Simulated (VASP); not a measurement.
Wanted: the native input for a VASP 6.6.1 run.

- Task: single point
- Functional: PBE
- Potentials or basis: VASP PAW PBE potentials, release 64 (Au, C)
- Cutoff: 520 eV
- k mesh: 9 × 9 × 1
- Occupations: gaussian, width 0.1 eV
- Spin: no spin polarisation
- Dipole correction: yes
- Further INCAR settings: ALGO = Normal; EDIFF = 1e-06; NBANDS = 26

The structure of Au3C lies in POSCAR:

```
Au3C
1.0
    2.9402049748      0.0000000000      0.0000000000
   -1.4701024874      2.5462922005      0.0000000000
    0.0000000000      0.0000000000     21.8974947720
Au C
3 1
Direct
    0.6666666667      0.3333333333      0.1826692981
    0.3333333333      0.6666666667      0.2945190844
    0.0000000000      0.0000000000      0.4063247812
    0.5555555556     -0.5555555556      0.5830573271
```

The input as run:

INCAR

```
ALGO = Normal
DIPOL = 0.5 0.5 0.367
EDIFF = 1E-6
ENCUT = 520
GGA = PE
IDIPOL = 3
ISIF = 2
ISMEAR = 0
LASPH = T
LCHARG = F
LDIPOL = T
LREAL = F
LWAVE = F
NBANDS = 26
NELM = 60
PREC = Accurate
SIGMA = 0.1
```

KPOINTS

```
k-points
0
Gamma
  9 9 1
```

Potentials or basis: VASP PAW PBE potentials, release 64 (Au, C).

Launch:

```sh
$ cat potpaw_PBE.64/Au/POTCAR potpaw_PBE.64/C/POTCAR > POTCAR
$ mpirun -np 1 vasp_std > vasp.out
```

Results of the run:

```json
{
  "Largest force": "0.143 eV/Å"
}
```

Run time: 3.3 min on 1 thread of Oxide Virtual Turin-like Processor, on a shared host, peak memory 0.31 GiB.
